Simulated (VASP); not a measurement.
Input of a VASP 6.6.1 run:

Contents of INCAR:

```
PREC     = Accurate       # precision mode
ENCUT    = 520            # plane-wave cutoff, eV
EDIFF    = 1E-7           # SCF threshold, eV
ISMEAR   = 0              # smearing method
SIGMA    = 0.1            # smearing width, eV
LREAL    = False          # projectors in reciprocal space
LASPH    = True           # aspherical terms in the spheres
NELM     = 60             # most SCF steps
ALGO     = Normal         # electronic algorithm
ISIF     = 2              # what is computed and relaxed
LWAVE    = False          # write WAVECAR
LCHARG   = False          # write CHGCAR
GGA      = PE             # functional
NBANDS   = 15             # bands
```

The input KPOINTS:

```
regular mesh
0
Gamma
  14 14 6
```

The input POSCAR:

```
Be3ReH
1.0
    2.5907709349      0.0000000000      0.0000000000
    0.0000000000      2.5907709349      0.0000000000
    0.0000000000      0.0000000000      7.6345998412
Be Re H
3 1 1
Direct
    0.0000000000      0.0000000000      0.5000000000
    0.5000000000      0.5000000000      0.6803289380
    0.5000000000      0.5000000000      0.3196710620
    0.5000000000      0.5000000000      0.0000000000
    0.0000000000      0.0000000000      0.0000000000
```

Potentials or basis: VASP PAW PBE potentials, release 64 (Be, Re, H).

Launch:

```bash
$ cat potpaw_PBE.64/Be/POTCAR potpaw_PBE.64/Re/POTCAR potpaw_PBE.64/H/POTCAR > POTCAR
$ mpirun -np 1 vasp_std > vasp.out
```

Estimate the band gap on the k mesh.

zero (band 7 reaches 7.00 eV, above the bottom of band 8 at 4.16 eV).

What does it give for the largest force?

0.004 eV/Å.

Predict the pressure.

0.4 GPa.

Stress tensor (GPa, compression positive):
```
0.53 0.00 0.00
0.00 0.53 0.00
0.00 0.00 0.07
```

Caveat: spin-orbit coupling is left out, which moves the levels of the heavy elements.
